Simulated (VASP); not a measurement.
Wanted: the native input for a VASP 6.6.1 run.

| Item | Value |
| --- | --- |
| Task | single point |
| Functional | PBE |
| Potentials or basis | VASP PAW PBE potentials, release 64 (Ti_sv) |
| Cutoff | 520 eV |
| k mesh | 22 × 22 × 22 |
| Occupations | gaussian, width 0.15 eV |
| Spin | collinear spin |
| Starting moments | [0.3] μB |
| Fixed moment | 0.3 μB |
| Dipole correction | no |
| Further INCAR settings | ALGO = Normal; EDIFF = 1e-07; NBANDS = 16 |

The structure of Ti lies in POSCAR:

```
Ti
1.0
   -1.5235541254      1.5235541254      1.5235541254
    1.5235541254     -1.5235541254      1.5235541254
    1.5235541254      1.5235541254     -1.5235541254
Ti
1
Direct
    0.0000000000      0.0000000000      0.0000000000
```

This isn't the form of Ti at room conditions, which is hcp.

These files were run (other wordings do the same):

INCAR

```
SYSTEM = Ti
PREC = Accurate ; ENCUT = 520
EDIFF = 1E-7 ; ISMEAR = 0
SIGMA = 0.15 ; LREAL = .False.
LASPH = .True. ; NELM = 150
ALGO = Normal ; ISIF = 2
LWAVE = .False. ; LCHARG = .True.
ISPIN = 2 ; MAGMOM = 0.3
LORBIT = 11 ; NUPDOWN = 0.3
LMAXMIX = 4 ; GGA = PE
LELF = .True. ; LVHAR = .True.
NBANDS = 16
```

KPOINTS

```
Automatic mesh
0
Gamma
  22 22 22
  0 0 0
```

Potentials or basis: VASP PAW PBE potentials, release 64 (Ti_sv).

Launch:

```bash
$ cat potpaw_PBE.64/Ti_sv/POTCAR > POTCAR
$ mpirun -np 1 vasp_std > vasp.out
```

Results of the run:

```json
{"Pressure": "28.9 GPa", "Net moment": "0.30 μB per cell", "Site moments": "Ti +0.22 μB", "Valence electrons inside the program's atomic spheres": "Ti 10.56"}
```

Caveat: the cell stands under pressure; the total moment is fixed, so each spin has its own Fermi level and the state may be an excited one.

Wall time 2.2 min on 1 thread of Intel Xeon 8259CL (shared host), peak memory 0.22 GiB.
